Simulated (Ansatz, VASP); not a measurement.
**NaH: VASP beside Ansatz**

```
CELL_PARAMETERS angstrom
0.00000 2.36685 2.36685
2.36685 0.00000 2.36685
2.36685 2.36685 0.00000
ATOMIC_POSITIONS crystal
Na 0.00000 0.00000 0.00000
H 0.50000 0.50000 0.50000
```

Alike in both runs: task single point; functional PBE; k mesh 8 × 8 × 8; no spin polarisation.

|  | VASP | Ansatz |
| --- | --- | --- |
| version | VASP 6.6.1 | Ansatz 0.2.0 |
| potentials or method | VASP PAW PBE potentials, release 64 (Na_pv, H) | plane waves, PAW |
| plane-wave cutoff (eV) | 520 | 420 |
| occupations | gaussian, width 0.01 eV | fixed |
| valence electrons in the cell | 8 | 10 |

```csv
,VASP,Ansatz,Ansatz less VASP
gap on the k mesh at the Fermi level (eV),3.87,3.87,+0.003
pressure (GPa),1.6,1.6,+0.03
```

VASP's potentials hold 8 valence electrons a cell and Ansatz's 10, so a difference there can come from the potentials and not from the codes.
